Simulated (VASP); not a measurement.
Write the native input for VASP 6.6.1 that does the following.

| Quantity | Value |
| --- | --- |
| Task | relaxation of cell and atoms |
| Functional | PBE |
| Potentials or basis | VASP PAW PBE potentials, release 64 (Cd, F) |
| Cutoff | 600 eV |
| k mesh | 9 × 9 × 9 |
| Occupations | fermi-dirac, width 0.05 eV |
| Spin | no spin polarisation |
| Target pressure | 5 GPa |
| Dipole correction | no |
| Further INCAR settings | ALGO = Normal; EDIFF = 1e-06; IBRION = 2; EDIFFG = -0.01; NSW = 60; ISIF = 3 |

The structure of CdF2 lies in POSCAR:

```
CdF2
1.0
    0.0000000000      2.6940000000      2.6940000000
    2.6940000000      0.0000000000      2.6940000000
    2.6940000000      2.6940000000      0.0000000000
Cd F
1 2
Direct
    0.0000000000      0.0000000000      0.0000000000
    0.7500000000      0.7500000000      0.7500000000
    0.2500000000      0.2500000000      0.2500000000
```

These files were run (other wordings do the same):

INCAR

```
PREC = Accurate ; ENCUT = 600
EDIFF = 1E-6 ; ISMEAR = -1
SIGMA = 0.05 ; LREAL = F
LASPH = T ; NELM = 80
ALGO = Normal ; ISIF = 3
LWAVE = F ; LCHARG = F
GGA = PE ; IBRION = 2
NSW = 60 ; EDIFFG = -0.01
PSTRESS = 50.0
```

KPOINTS

```
regular mesh
0
Gamma
  9 9 9
```

Potentials or basis: VASP PAW PBE potentials, release 64 (Cd, F).

Launch:

```sh
$ cat potpaw_PBE.64/Cd/POTCAR potpaw_PBE.64/F/POTCAR > POTCAR
$ mpirun -np 1 vasp_std > vasp.out
```

It gave:

```yaml
Relaxed_volume: 13.14 Å³/atom
Relaxed_cell: a = 3.821 Å, b = 3.821 Å, c = 3.821 Å, α = 60.00°, β = 60.00°, γ = 60.00°
Space_group_after_relaxing_to_0.05_Å: Fm-3m (No. 225)
Energy_change_on_relaxing_the_enthalpy_is_what_falls: -3.8 meV/atom
Ionic_steps: 3
Pressure_after_relaxing: 5.0 GPa
Band_gap_on_the_k_mesh: 3.07 eV, indirect (least direct gap 3.55 eV)
```

Caveat: the cell is relaxed towards a set pressure, so the enthalpy falls and the energy may rise.

It took 25 s on 1 thread of Intel(R) Xeon(R) 6975P-C (Granite Rapids) (shared host), peak memory 0.18 GiB.
